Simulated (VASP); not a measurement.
Here is a VASP 6.6.1 calculation.

INCAR

```
SYSTEM = B7P8
ALGO = Normal ; EDIFF = 1E-7
EDIFFG = -0.02 ; ENCUT = 520
GGA = PS ; IBRION = 2
ISIF = 2 ; ISMEAR = 0
LASPH = .True. ; LCHARG = .False.
LREAL = Auto ; LWAVE = .False.
NELECT = 64.0 ; NELM = 60
NSW = 70 ; PREC = Accurate
SIGMA = 0.05
```

The input KPOINTS:

```
k-points
0
Gamma
  4 4 4
  0 0 0
```

Contents of POSCAR:

```
B7P8
1.0
    0.0000000000      4.5201727734     -4.5201727734
    4.5201727734      4.5201727734      0.0000000000
    4.5201727734      0.0000000000     -4.5201727734
B P
7 8
Direct
    0.0000000000      0.5000000000      0.5000000000
    0.5000000000      0.0000000000      0.5000000000
    0.5000000000      0.5000000000      0.5000000000
    0.0000000000      0.0000000000      1.0000000000
    0.0000000000      0.5000000000      1.0000000000
    0.5000000000      0.0000000000      1.0000000000
    0.5000000000      0.5000000000      1.0000000000
    0.1250000000      0.1250000000      0.1250000000
    0.1250000000      0.6250000000      0.1250000000
    0.6250000000      0.1250000000      0.1250000000
    0.6250000000      0.6250000000      0.1250000000
    0.1250000000      0.1250000000      0.6250000000
    0.1250000000      0.6250000000      0.6250000000
    0.6250000000      0.1250000000      0.6250000000
    0.6250000000      0.6250000000      0.6250000000
```

Potentials or basis: VASP PAW PBE potentials, release 64 (B, P).

Launch:

```bash
$ cat potpaw_PBE.64/B/POTCAR potpaw_PBE.64/P/POTCAR > POTCAR
$ mpirun -np 1 vasp_std > vasp.out
```

Task: What does it give for the energy gained by relaxing?

Result: 39.9 meV/atom.

Forces in eV/Å, atoms in the order of the input:
```
B    0.000  0.000 -0.001
B    0.001  0.000  0.000
B    0.000 -0.001  0.000
B    0.000  0.001  0.000
B   -0.001  0.000  0.000
B    0.000  0.000  0.001
B    0.000  0.000  0.000
P    0.000  0.000  0.000
P   -0.007  0.007 -0.007
P    0.007  0.007  0.007
P   -0.007 -0.007  0.007
P    0.000  0.000  0.000
P    0.000  0.000  0.000
P    0.000  0.000  0.000
P    0.007 -0.007 -0.007
```

Caveat: the cell carries a net charge on a neutralising background, which shifts energy and pressure; the cell differs from its parent crystal (atoms taken out); the PAW data sets were made with another functional, which shifts forces and pressure a little.
